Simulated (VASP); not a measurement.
**BaSiGe: single point with PBE+D3(BJ)**

BaSiGe, a sheet with vacuum:

```
CELL_PARAMETERS angstrom
4.65713 0.00000 0.00000
0.00000 4.65713 0.00000
0.00000 0.00000 40.04903
ATOMIC_POSITIONS crystal
Ba 0.00000 0.00000 0.21634
Ba 0.50000 0.50000 0.35796
Si 0.50000 0.50000 0.21784
Si 0.00000 0.00000 0.35646
Ge 0.50000 0.50000 0.27434
Ge 0.00000 0.00000 0.29995
```

```yaml
Program: VASP 6.6.1
Task: single point
Functional: PBE
Dispersion: D3(BJ)
Potentials_or_basis: VASP PAW PBE potentials, release 64 (Ba_sv, Si, Ge_d)
Cutoff: 520 eV
k_mesh: 8 × 8 × 1
Occupations: gaussian, width 0.1 eV
Spin: no spin polarisation
Dipole_correction: yes
Further_INCAR_settings: ALGO = Normal; EDIFF = 1e-07; NBANDS = 37
```

```yaml
Largest_force: 0.017 eV/Å
Band_gap_on_the_k_mesh: zero (band 28 reaches -1.14 eV, above the bottom of band 29 at -1.38 eV)
Dispersion_energy_per_atom: -0.199 eV
Work_function_of_the_upper_face: 2.67 eV
Work_function_of_the_lower_face: 2.67 eV
```

Forces on the atoms (eV/Å):
```
Ba   0.000  0.000 -0.017
Ba   0.000  0.000  0.017
Si   0.000  0.000 -0.007
Si   0.000  0.000  0.007
Ge   0.000  0.000 -0.006
Ge   0.000  0.000  0.006
```

Levels at points of the mesh, in eV from the Fermi level:
```tsv
k point	band 26	band 27	band 28	band 29	band 30	band 31
(0.00, 0.00, 0.00)	-1.15	0.24	0.24	0.80	0.92	1.09
(0.50, 0.00, 0.00)	-1.30	-1.21	-1.21	0.98	0.98	1.43
(0.50, 0.50, 0.00)	-1.09	-0.56	-0.56	0.39	0.39	1.42
```

Run time: 11 min on 1 thread of Intel(R) Xeon(R) 6975P-C (Granite Rapids), with other jobs on the host, peak memory 1.1 GiB.

Caveat: spin-orbit coupling is left out, which moves the levels of the heavy elements.
